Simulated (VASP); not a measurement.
SnTe2: single point with PBE

Crystal: SnTe2.

```xyz
3
Lattice="2.0883 1.2057 6.2910 -2.0883 1.2057 6.2910 0.0000 -2.4114 6.2910" Properties=species:S:1:pos:R:3 pbc="T T T"
Sn    0.0000    0.0000    0.0000
Te    0.0000    0.0000    4.5553
Te    0.0000    0.0000   14.3176
```

```yaml
Program: VASP 6.6.1
Task: single point
Functional: PBE
Potentials_or_basis: VASP PAW PBE potentials, release 64 (Sn_d, Te)
Cutoff: 520 eV
k_mesh: 6 × 6 × 6
Occupations: fermi-dirac, width 0.02 eV
Spin: no spin polarisation
Dipole_correction: no
Further_INCAR_settings: ALGO = Normal; EDIFF = 1e-06; NBANDS = 20
```

| Property | Result |
| --- | --- |
| Pressure | 2.0 GPa |
| Largest force | 0.374 eV/Å |
| Band gap on the k mesh | zero (band 13 reaches 6.38 eV, above the bottom of band 14 at 5.63 eV) |

Forces in eV/Å, atoms in the order of the input:
```
Sn   0.000  0.000  0.000
Te   0.000  0.000 -0.374
Te   0.000  0.000  0.374
```

Stress tensor (GPa, compression positive):
```
1.91 0.00 0.00
0.00 1.91 0.00
0.00 0.00 2.04
```

Levels at points of the mesh, in eV from the Fermi level:
```
           k point  band 10  band 11  band 12  band 13  band 14  band 15  band 16  band 17
(0.00, 0.00, 0.00)    -0.63    -0.60    -0.60    -0.02     0.03     2.54     2.97     2.97
(0.50, 0.00, 0.00)    -2.89    -2.26    -2.21    -1.16     0.45     2.49     4.92     5.70
(0.50, 0.50, 0.00)    -2.69    -2.04    -1.14    -0.17     0.12     2.88     3.46     3.62
(0.50, 0.50, 0.50)    -1.03    -1.03    -0.15    -0.15     1.92     2.35     3.04     3.04
```

Wall time 2.6 min on 1 thread of AMD EPYC 7R43 64-Core Processor (Zen 3), with other jobs on the host, peak memory 0.33 GiB.

Caveat: spin-orbit coupling is left out, which moves the levels of the heavy elements.
